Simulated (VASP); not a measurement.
Set up this calculation in VASP 6.6.1, as the native input.

| Item | Value |
| --- | --- |
| Task | single point |
| Functional | PBE |
| Dispersion | D3(BJ) |
| Potentials or basis | VASP PAW PBE potentials, release 64 (C) |
| Cutoff | 520 eV |
| k mesh | 15 × 15 × 1 |
| Occupations | gaussian, width 0.1 eV |
| Spin | no spin polarisation |
| Dipole correction | yes |
| Further INCAR settings | LREAL = Auto; ALGO = Normal; EDIFF = 1e-06; NBANDS = 51 |

The structure of C lies in POSCAR:

```
C
1.0
    2.4649796689      0.0000000000      0.0000000000
   -1.2324898345      2.1347350131      0.0000000000
    0.0000000000      0.0000000000     41.9537328631
C
18
Direct
    0.0000000000      0.0000000000      0.1787683651
    0.6666666667      0.3333333333      0.1787683595
    0.0000000000      0.0000000000      0.2590762746
    0.3333333333      0.6666666667      0.2590762689
    0.0000000000      0.0000000000      0.3393841840
    0.6666666667      0.3333333333      0.3393841784
    0.0000000000      0.0000000000      0.4196920934
    0.3333333333      0.6666666667      0.4196920878
    0.0000000000      0.0000000000      0.5000000028
    0.6666666667      0.3333333333      0.4999999972
    0.0000000000      0.0000000000      0.5803079122
    0.3333333333      0.6666666667      0.5803079066
    0.0000000000      0.0000000000      0.6606158216
    0.6666666667      0.3333333333      0.6606158160
    0.0000000000      0.0000000000      0.7409237311
    0.3333333333      0.6666666667      0.7409237254
    0.0000000000      0.0000000000      0.8212316405
    0.6666666667      0.3333333333      0.8212316349
```

This cell differs from its parent crystal: atoms taken out.

The input as run:

INCAR

```
PREC = Accurate ; ENCUT = 520
EDIFF = 1E-6 ; ISMEAR = 0
SIGMA = 0.1 ; LREAL = Auto
LASPH = T ; NELM = 60
ALGO = Normal ; ISIF = 2
LWAVE = F ; LCHARG = T
LDIPOL = T ; IDIPOL = 3
DIPOL = 0.5 0.5 0.500 ; GGA = PE
IVDW = 12 ; LELF = T
LVHAR = T ; LVACPOTAV = T
NBANDS = 51
```

KPOINTS

```
Automatic mesh
0
Gamma
  15 15 1
```

Potentials or basis: VASP PAW PBE potentials, release 64 (C).

Command:

```bash
$ cat potpaw_PBE.64/C/POTCAR > POTCAR
$ mpirun -np 1 vasp_std > vasp.out
```

Results of the run:

The largest force is 0.016 eV/Å. The dispersion energy per atom is -0.147 eV.

Caveat: the cell differs from its parent crystal (atoms taken out).

Wall time 18 min on 1 thread of Intel Xeon 8259CL, with other jobs on the host, peak memory 0.4 GiB.
